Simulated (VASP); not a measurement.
# Al2O3 (R-3c) in VASP: further runs

Runs on Al2O3. Level: PBEsol. Tasks: single point, relaxation of cell and atoms.

Program: VASP 6.6.1. These are calculated values, not measurements. Logs are shortened: lines on timing, memory, paths and dates and some standing lists are left out, and cuts for length are marked.

**Experimental background.**

“Multi-petahertz electron interference in Cr:Al2O3 solid-state material”, 2018, pmc:5906618 quotes, for a bulk crystal of Al2O3: band gap 8.7 eV (optical).

How close the calculation comes is told below.

## Step 1: The cell of the first run

The structure is trigonal, space group R-3c (No. 167). The conventional cell has a = 4.758 Å, b = 4.758 Å, c = 12.990 Å, α = 90.00°, β = 90.00°, γ = 120.00°. Al (site symmetry 3) has 6 O at 1.85 to 1.97 Å within 2.5 Å. Within 2.9 Å of O (site symmetry 2) lie 4 Al at 1.85 to 1.97 Å and 12 O at 2.52 to 2.87 Å.

## Step 2: Single point, PBEsol

INCAR

```
SYSTEM = Al2O3
PREC = Accurate
ENCUT = 520
EDIFF = 1E-6
ISMEAR = 0
SIGMA = 0.1
LREAL = .FALSE.
LASPH = .TRUE.
NELM = 80
ALGO = Normal
ISIF = 2
LWAVE = .FALSE.
LCHARG = .FALSE.
GGA = PS
NBANDS = 35
```

KPOINTS

```
regular mesh
0
G
  6 6 6
  0 0 0
```

POSCAR

```
Al2O3
1.0
    2.3790760000      1.3735601700      4.3299000000
   -2.3790760000      1.3735601700      4.3299000000
    0.0000000000     -2.7471203400      4.3299000000
Al O
4 6
Direct
    0.3522900000      0.3522900000      0.3522900000
    0.1477100000      0.1477100000      0.1477100000
    0.6477100000      0.6477100000      0.6477100000
    0.8522900000      0.8522900000      0.8522900000
    0.5562100000      0.9437900000      0.2500000000
    0.2500000000      0.5562100000      0.9437900000
    0.9437900000      0.2500000000      0.5562100000
    0.4437900000      0.0562100000      0.7500000000
    0.7500000000      0.4437900000      0.0562100000
    0.0562100000      0.7500000000      0.4437900000
```

Potentials or basis: VASP PAW PBE potentials, release 64 (Al, O).

The run is started by

```sh
cat potpaw_PBE.64/Al/POTCAR potpaw_PBE.64/O/POTCAR > POTCAR
mpirun -np 1 vasp_std > vasp.out
```

OUTCAR:

```text
SYSTEM = Al2O3
   PREC = Accurate
   ENCUT = 520
   EDIFF = 1E-6
   ISMEAR = 0
   LREAL = .FALSE.
   LASPH = .TRUE.
   NELM = 80
   ISIF = 2
   GGA = PS

 ion  position               nearest neighbor table
   1  0.352  0.352  0.352-  10 1.85   8 1.85   9 1.85   5 1.97   6 1.97   7 1.97   2 2.66   3 2.79
                             3 2.79   3 2.79   2 3.22   2 3.22   2 3.22
   2  0.148  0.148  0.148-   9 1.85   8 1.85  10 1.85   5 1.97   7 1.97   6 1.97   1 2.66   4 2.79
                             4 2.79   4 2.79   1 3.22   1 3.22   1 3.22
   3  0.648  0.648  0.648-   7 1.85   5 1.85   6 1.85   8 1.97   9 1.97  10 1.97   4 2.66   1 2.79
                             1 2.79   1 2.79   4 3.22   4 3.22   4 3.22
   4  0.852  0.852  0.852-   6 1.85   5 1.85   7 1.85   8 1.97  10 1.97   9 1.97   3 2.66   2 2.79
                             2 2.79   2 2.79   3 3.22   3 3.22   3 3.22
   5  0.556  0.944  0.250-   3 1.85   4 1.85   1 1.97   2 1.97
   6  0.250  0.556  0.944-   4 1.85   3 1.85   1 1.97   2 1.97
   7  0.944  0.250  0.556-   3 1.85   4 1.85   2 1.97   1 1.97
   8  0.444  0.056  0.750-   1 1.85   2 1.85   3 1.97   4 1.97
   9  0.750  0.444  0.056-   2 1.85   1 1.85   3 1.97   4 1.97
  10  0.056  0.750  0.444-   1 1.85   2 1.85   4 1.97   3 1.97

  LATTYP: Found a trigonal (rhomboedric) cell.
 ALAT       =     5.1278362069
 COS(alpha) =     0.5694948623

  Lattice vectors:

 A1 = (   2.3790760000,   1.3735601700,   4.3299000000)
 A2 = (  -2.3790760000,   1.3735601700,   4.3299000000)
 A3 = (   0.0000000000,  -2.7471203400,   4.3299000000)

Analysis of symmetry for initial positions (statically):
=====================================================================
 Subroutine PRICEL returns:
 Original cell was already a primitive cell.

 Routine SETGRP: Setting up the symmetry group for a
 trigonal (rhombohedral) supercell.

 Subroutine GETGRP returns: Found 12 space group operations
 (whereof  6 operations were pure point group operations)
 out of a pool of 12 trial point group operations.

The static configuration has the point symmetry S_6 .
 The point group associated with its full space group is D_3d.

Analysis of symmetry for dynamics (positions and initial velocities):
=====================================================================
 Subroutine PRICEL returns:
 Original cell was already a primitive cell.

 Routine SETGRP: Setting up the symmetry group for a
 trigonal (rhombohedral) supercell.

 Subroutine GETGRP returns: Found 12 space group operations
 (whereof  6 operations were pure point group operations)
 out of a pool of 12 trial point group operations.

[... 129 lines left out ...]
   NUPDOWN=      -1.0000    fix difference up-down
   EMIN   =  10.00;   EMAX   =-10.00  energy-range for DOS
   EFERMI =   0.00;   METHOD = LEGACY
   ISMEAR =     0;   SIGMA  =   0.10  broadening in eV -4-tet -1-fermi 0-gaus
   EFERMI_NEDOS =   21; number of points for ismear=-14 and -15
   IALGO  =     38    algorithm
   IMIX   =      4    mixing-type and parameters
     AMIX     =   0.40;   BMIX     =  1.00
     AMIX_MAG =   1.60;   BMIX_MAG =  1.00
  volume/ion in A,a.u.               =       8.49        57.29
  Fermi-wavevector in a.u.,A,eV,Ry     =   1.353714  2.558148 24.933236  1.832541
  Thomas-Fermi vector in A             =   2.480946
   LORBIT       =      0    0 simple, 1 ext, 2 COOP (PROOUT), +10 PAW based schemes
   GGA     = PS    functional components
   LHFCALC =     F    Hartree Fock is set to
   AEXX    =    0.0000 exact exchange contribution
   IVDW    =     0    specifies the selected vdW correction
   LEPSILON=     F    determine dielectric tensor
   LRPA    =     F    only Hartree local field effects (RPA)
 non-spin polarized calculation
 Gauss-broadening in eV      SIGMA  =   0.10
  energy-cutoff  :      520.00
  volume of cell :       84.90
 maximum number of plane-waves:      2305
 NGX is ok and might be reduce to    40
   NGX = 19   NGY = 19   NGZ = 19

 number of electron      48.0000013 magnetization

 Free energy of the ion-electron system (eV)
  ---------------------------------------------------
  ext. energy  EPLUGINS =         0.00000000
  ---------------------------------------------------
  free energy    TOTEN  =       -78.65710302 eV

  energy without entropy =      -78.65710302  energy(sigma->0) =      -78.65710302

 E-fermi :   6.5316     XC(G=0): -11.9491

 val. band max:        6.0479805581   @ k =   0.0000   0.0000   0.0000
 cond. band min:      12.1923043699   @ k =   0.0000   0.0000   0.0000
 fundamental gap:      6.1443238118
 Fermi energy:         6.5316169387

 k-point     1 :       0.0000    0.0000    0.0000
  band No.  band energies     occupation
      1     -13.1655      2.00000
      2     -10.7820      2.00000
      3     -10.4921      2.00000
      4     -10.4921      2.00000
      5     -10.1692      2.00000
      6     -10.1692      2.00000
[... 901 lines left out ...]
     34      19.3005      0.00000
     35      19.4727      0.00000

 [... further k-points ...]

------------------------ aborting loop because EDIFF is reached ----------------------------------------

  FORCE on cell =-STRESS in cart. coord.  units (eV):
  Direction    XX          YY          ZZ          XY          YZ          ZX
  --------------------------------------------------------------------------------------
  -------------------------------------------------------------------------------------
  Total        1.3365024      1.3365024      0.8185613      0.0000000     -0.0000000      0.0000000
  in kB       25.2229102     25.2229102     15.4481569      0.0000000     -0.0000000      0.0000000
  external PRESSURE =      21.9646591 kB  Pullay stress =       0.0000000 kB

 VOLUME and BASIS-vectors are now :
 -----------------------------------------------------------------------------
  energy-cutoff  :      520.00
  volume of cell :       84.90
      direct lattice vectors                 reciprocal lattice vectors
     2.379076000  1.373560170  4.329900000     0.210165627  0.121339181  0.076984072
    -2.379076000  1.373560170  4.329900000    -0.210165627  0.121339181  0.076984072
     0.000000000 -2.747120340  4.329900000     0.000000000 -0.242678363  0.076984072

 POSITION                                       TOTAL-FORCE (eV/Angst)
 -----------------------------------------------------------------------------------
      0.00000      0.00000      4.57614         0.000000     -0.000000     -0.071250
      0.00000      0.00000      1.91871         0.000000     -0.000000      0.071250
      0.00000      0.00000      8.41356         0.000000     -0.000000      0.071250
      0.00000      0.00000     11.07099         0.000000     -0.000000     -0.071250
     -0.92208      1.37356      7.57733        -0.038911     -0.000000      0.000000
     -0.72850     -1.48533      7.57733         0.019455     -0.033698      0.000000
      1.65058      0.11177      7.57733         0.019455      0.033698      0.000000
      0.92208     -1.37356      5.41238         0.038911     -0.000000      0.000000
      0.72850      1.48533      5.41238        -0.019455      0.033698      0.000000
     -1.65058     -0.11177      5.41238        -0.019455     -0.033698      0.000000
 -----------------------------------------------------------------------------------
    total drift:                               -0.000000     -0.000000     -0.000000

  FREE ENERGIE OF THE ION-ELECTRON SYSTEM (eV)
  ---------------------------------------------------
  free  energy   TOTEN  =       -78.6571030183 eV

  energy  without entropy=      -78.6571030183  energy(sigma->0) =      -78.65710302
```

Wall time 60 s (1 thread of Intel Xeon 6975P-C (Granite Rapids), shared host); peak memory 0.25 GiB.

What came out:

```yaml
Free_energy: -78.6571 eV
Pressure: 2.2 GPa
Largest_force: 0.071 eV/Å
Band_gap_on_the_k_mesh: 6.14 eV
```

Forces on the atoms (eV/Å):
```
Al   0.000  0.000 -0.071
Al   0.000  0.000  0.071
Al   0.000  0.000  0.071
Al   0.000  0.000 -0.071
O   -0.039  0.000  0.000
O    0.019 -0.034  0.000
O    0.019  0.034  0.000
O    0.039  0.000  0.000
O   -0.019  0.034  0.000
O   -0.019 -0.034  0.000
```

Stress tensor (GPa, compression positive):
```
2.52 0.00 0.00
0.00 2.52 0.00
0.00 0.00 1.54
```

Caveat: the PAW data sets were made with another functional, which shifts forces and pressure a little.

## Step 3: Single point, PBEsol

This run uses another cell than the first one, of 8.56 Å³/atom.

INCAR

```
SYSTEM = Al2O3
ALGO = Normal
EDIFF = 1E-6
ENCUT = 520
GGA = PS
ISIF = 2
ISMEAR = 0
LASPH = .TRUE.
LCHARG = .FALSE.
LREAL = .FALSE.
LWAVE = .FALSE.
NBANDS = 35
NELM = 80
PREC = Accurate
SIGMA = 0.02
```

KPOINTS

```
k-points
0
G
  6 6 6
  0 0 0
```

POSCAR

```
Al2O3
1.0
    2.3866378101      1.3779259821      4.3375827500
   -2.3866378101      1.3779259821      4.3375827500
    0.0000000000     -2.7558519643      4.3375827500
Al O
4 6
Direct
    0.3520470513      0.3520470513      0.3520470513
    0.1479529487      0.1479529487      0.1479529487
    0.6479529487      0.6479529487      0.6479529487
    0.8520470513      0.8520470513      0.8520470513
    0.5558322130      0.9441677870      0.2500000000
    0.2500000000      0.5558322130      0.9441677870
    0.9441677870      0.2500000000      0.5558322130
    0.4441677870      0.0558322130      0.7500000000
    0.7500000000      0.4441677870      0.0558322130
    0.0558322130      0.7500000000      0.4441677870
```

Potentials or basis: VASP PAW PBE potentials, release 64 (Al, O).

The run is started by

```sh
cat potpaw_PBE.64/Al/POTCAR potpaw_PBE.64/O/POTCAR > POTCAR
mpirun -np 1 vasp_std > vasp.out
```

OUTCAR:

```text
SYSTEM = Al2O3
   EDIFF = 1E-6
   ENCUT = 520
   GGA = PS
   ISIF = 2
   ISMEAR = 0
   LASPH = .TRUE.
   LREAL = .FALSE.
   NELM = 80
   PREC = Accurate

 ion  position               nearest neighbor table
   1  0.352  0.352  0.352-  10 1.86   9 1.86   8 1.86   5 1.97   7 1.97   6 1.97   2 2.66   3 2.80
                             3 2.80   3 2.80   2 3.23   2 3.23   2 3.23
   2  0.148  0.148  0.148-   9 1.86  10 1.86   8 1.86   5 1.97   6 1.97   7 1.97   1 2.66   4 2.80
                             4 2.80   4 2.80   1 3.23   1 3.23   1 3.23
   3  0.648  0.648  0.648-   7 1.86   6 1.86   5 1.86   8 1.97  10 1.97   9 1.97   4 2.66   1 2.80
                             1 2.80   1 2.80   4 3.23   4 3.23   4 3.23
   4  0.852  0.852  0.852-   6 1.86   7 1.86   5 1.86   8 1.97   9 1.97  10 1.97   3 2.66   2 2.80
                             2 2.80   2 2.80   3 3.23   3 3.23   3 3.23
   5  0.556  0.944  0.250-   3 1.86   4 1.86   1 1.97   2 1.97
   6  0.250  0.556  0.944-   4 1.86   3 1.86   2 1.97   1 1.97
   7  0.944  0.250  0.556-   3 1.86   4 1.86   1 1.97   2 1.97
   8  0.444  0.056  0.750-   1 1.86   2 1.86   3 1.97   4 1.97
   9  0.750  0.444  0.056-   2 1.86   1 1.86   4 1.97   3 1.97
  10  0.056  0.750  0.444-   1 1.86   2 1.86   3 1.97   4 1.97
[... 1120 lines left out ...]
     34      19.1516      0.00000
     35      19.2976      0.00000

 [... further k-points ...]

------------------------ aborting loop because EDIFF is reached ----------------------------------------

  FORCE on cell =-STRESS in cart. coord.  units (eV):
  Direction    XX          YY          ZZ          XY          YZ          ZX
  --------------------------------------------------------------------------------------
  -------------------------------------------------------------------------------------
  Total        0.0968337      0.0968337      0.0667556      0.0000000     -0.0000000     -0.0000000
  in kB        1.8126993      1.8126993      1.2496457      0.0000000     -0.0000000     -0.0000000
  external PRESSURE =       1.6250148 kB  Pullay stress =       0.0000000 kB

 VOLUME and BASIS-vectors are now :
 -----------------------------------------------------------------------------
  energy-cutoff  :      520.00
  volume of cell :       85.59
      direct lattice vectors                 reciprocal lattice vectors
     2.386637810  1.377925982  4.337582750     0.209499740  0.120954731  0.076847717
    -2.386637810  1.377925982  4.337582750    -0.209499740  0.120954731  0.076847717
     0.000000000 -2.755851964  4.337582750     0.000000000 -0.241909462  0.076847717

 POSITION                                       TOTAL-FORCE (eV/Angst)
 -----------------------------------------------------------------------------------
      0.00000     -0.00000      4.58110        -0.000000     -0.000000      0.005755
      0.00000     -0.00000      1.92527        -0.000000      0.000000     -0.005755
      0.00000     -0.00000      8.43165        -0.000000      0.000000     -0.005755
      0.00000     -0.00000     11.08747        -0.000000     -0.000000      0.005755
     -0.92682      1.37793      7.59077        -0.000039     -0.000000     -0.000000
     -0.72991     -1.49161      7.59077         0.000019     -0.000034     -0.000000
      1.65673      0.11368      7.59077         0.000019      0.000034     -0.000000
      0.92682     -1.37793      5.42198         0.000039     -0.000000     -0.000000
      0.72991      1.49161      5.42198        -0.000019      0.000034     -0.000000
     -1.65673     -0.11368      5.42198        -0.000019     -0.000034     -0.000000
 -----------------------------------------------------------------------------------
    total drift:                               -0.000000     -0.000000     -0.000000

  FREE ENERGIE OF THE ION-ELECTRON SYSTEM (eV)
  ---------------------------------------------------
  free  energy   TOTEN  =       -78.6642488232 eV

  energy  without entropy=      -78.6642488232  energy(sigma->0) =      -78.66424882
```

stdout:

```text
POSCAR found type information on POSCAR AlO
 POSCAR found :  2 types and      10 ions
 scaLAPACK will be used
 -----------------------------------------------------------------------------
|                                                                             |
|                                                                             |
|     You enforced a specific xc type in the INCAR file but a different       |
|     I HOPE YOU KNOW WHAT YOU ARE DOING!                                     |
|                                                                             |
 -----------------------------------------------------------------------------

 LDA part: xc-table for (Slater+PW92), standard interpolation
 POSCAR, INCAR and KPOINTS ok, starting setup
 FFT: planning ... GRIDC
 FFT: planning ... GRID_SOFT
 FFT: planning ... GRID
 WAVECAR not read
 entering main loop
```

It took 55 s on 1 thread of Intel Xeon 6975P-C (Granite Rapids), shared host; peak memory 0.25 GiB.

Results:

* Free energy: -78.6642 eV
* Pressure: 0.2 GPa
* Largest force: 0.006 eV/Å
* Band gap on the k mesh: 6.05 eV

Forces on the atoms (eV/Å):
```
Al   0.000  0.000  0.006
Al   0.000  0.000 -0.006
Al   0.000  0.000 -0.006
Al   0.000  0.000  0.006
O    0.000  0.000  0.000
O    0.000  0.000  0.000
O    0.000  0.000  0.000
O    0.000  0.000  0.000
O    0.000  0.000  0.000
O    0.000  0.000  0.000
```

Caveat: the PAW data sets were made with another functional, which shifts forces and pressure a little.

## Step 4: Relaxation of cell and atoms, PBEsol

INCAR

```
  ALGO = Normal
  EDIFF = 1E-6
  EDIFFG = -0.002
  ENCUT = 600
  GGA = PS
  IBRION = 2
  ISIF = 3
  ISMEAR = 0
  LASPH = True
  LCHARG = False
  LREAL = False
  LWAVE = False
  NELM = 100
  NSW = 100
  PREC = Accurate
  SIGMA = 0.02
```

KPOINTS

```
k-points
0
Gamma
  6 6 6
```

POSCAR

```
Al2O3
1.0
    2.3790760000      1.3735601700      4.3299000000
   -2.3790760000      1.3735601700      4.3299000000
    0.0000000000     -2.7471203400      4.3299000000
Al O
4 6
Direct
    0.3522900000      0.3522900000      0.3522900000
    0.1477100000      0.1477100000      0.1477100000
    0.6477100000      0.6477100000      0.6477100000
    0.8522900000      0.8522900000      0.8522900000
    0.5562100000      0.9437900000      0.2500000000
    0.2500000000      0.5562100000      0.9437900000
    0.9437900000      0.2500000000      0.5562100000
    0.4437900000      0.0562100000      0.7500000000
    0.7500000000      0.4437900000      0.0562100000
    0.0562100000      0.7500000000      0.4437900000
```

The run is started by

```sh
cat potpaw_PBE.64/Al/POTCAR potpaw_PBE.64/O/POTCAR > POTCAR
mpirun -np 1 vasp_std > vasp.out
```

It took 3.5 min on 1 thread of Intel Xeon 6975P-C (Granite Rapids), shared host; peak memory 0.28 GiB.

The run converged. Its results:

| Quantity | Value |
| --- | --- |
| Free energy | -78.6802 eV |
| Relaxed volume | 8.55 Å³/atom |
| Relaxed cell | a = 5.138 Å, b = 5.138 Å, c = 5.138 Å, α = 55.35°, β = 55.35°, γ = 55.35° |
| Space group after relaxing (to 0.1 Å) | R-3c (No. 167) |
| Energy gained by relaxing | 0.5 meV/atom |
| Ionic steps | 8 |
| Pressure after relaxing | 0.0 GPa |
| Band gap on the k mesh | 6.05 eV |

The path:
| step | energy change (eV) | largest force (eV/Å) | pressure (GPa) | volume (Å³) |
| --- | --- | --- | --- | --- |
| 1 | 0.0000 | 0.0720 | 1.89 | 84.90 |
| 2 | -0.0015 | 0.0211 | -1.66 | 86.13 |
| 3 | -0.0046 | 0.0214 | -0.07 | 85.57 |
| 4 | -0.0046 | 0.0210 | -0.12 | 85.59 |
| 5 | -0.0047 | 0.0042 | -0.02 | 85.55 |
| 6 | -0.0047 | 0.0006 | -0.04 | 85.56 |
| 7 | -0.0047 | 0.0005 | -0.04 | 85.56 |
| 8 | -0.0047 | 0.0013 | 0.02 | 85.54 |

Final structure:
```cif
data_structure
_symmetry_space_group_name_H-M 'P 1'
_symmetry_Int_Tables_number 1
_cell_length_a 5.1375
_cell_length_b 5.1375
_cell_length_c 5.1375
_cell_angle_alpha 55.355
_cell_angle_beta 55.355
_cell_angle_gamma 55.355
_cell_volume 85.54
loop_
_atom_site_label
_atom_site_type_symbol
_atom_site_fract_x
_atom_site_fract_y
_atom_site_fract_z
_atom_site_occupancy
Al1 Al 0.35208 0.35208 0.35208 1
Al2 Al 0.14792 0.14792 0.14792 1
Al3 Al 0.64792 0.64792 0.64792 1
Al4 Al 0.85208 0.85208 0.85208 1
O1 O 0.55581 0.94419 0.25000 1
O2 O 0.25000 0.55581 0.94419 1
O3 O 0.94419 0.25000 0.55581 1
O4 O 0.44419 0.05581 0.75000 1
O5 O 0.75000 0.44419 0.05581 1
O6 O 0.05581 0.75000 0.44419 1
```

Levels at points of the mesh, in eV from the valence-band top:
```csv
k point,band 21,band 22,band 23,band 24,band 25,band 26,band 27,band 28
"(0.00, 0.00, 0.00)",-0.50,-0.04,-0.04,0.00,6.05,8.91,10.61,11.35
"(0.50, 0.00, 0.00)",-0.91,-0.91,-0.27,-0.27,9.27,9.27,9.49,9.49
"(0.50, 0.50, 0.00)",-1.02,-0.91,-0.74,-0.25,9.41,9.56,9.74,10.23
"(0.50, 0.50, 0.50)",-0.38,-0.38,-0.38,-0.38,8.49,8.49,10.91,10.91
```

Caveat: the PAW data sets were made with another functional, which shifts forces and pressure a little.

## Step 5: Summary

| task | cell | cutoff (eV) | smearing | gap on the mesh (eV) | pressure (GPa) | largest force (eV/Å) |
| --- | --- | --- | --- | --- | --- | --- |
| single point | a = 5.128 Å, angles 55.3°, 10 atoms, atomic positions A | 520 | gaussian 0.1 eV | 6.14 | 2.2 | 0.07 |
| single point | a = 5.139 Å, angles 55.3°, 10 atoms, atomic positions B | 520 | gaussian 0.02 eV | 6.05 | 0.2 | 0.01 |
| relaxation of cell and atoms | relaxed from a = 5.128 Å, angles 55.3°, 10 atoms, atomic positions A | 600 | gaussian 0.02 eV | 6.05 | 0.0 | - |

Alike in all rows: level PBEsol; potentials or basis VASP PAW PBE potentials, release 64 (Al, O); no spin polarisation; k mesh 6 × 6 × 6.

Caveats: the PAW data sets were made with another functional, which shifts forces and pressure a little.

Total energies depend on the potentials used, so only differences within one code and one set of settings carry meaning.

## Step 6: Comparison with measurements

Step 3. A measured gap of Al2O3 is 8.7 eV (optical; quoted in “Multi-petahertz electron interference in Cr:Al2O3 solid-state material”, 2018, pmc:5906618); the calculated 6.05 eV misses it by -2.65 eV. The value is that of PBEsol on a finite k mesh, which can miss the band edges, without temperature or zero-point motion. Semilocal functionals fall short of measured gaps as a rule.
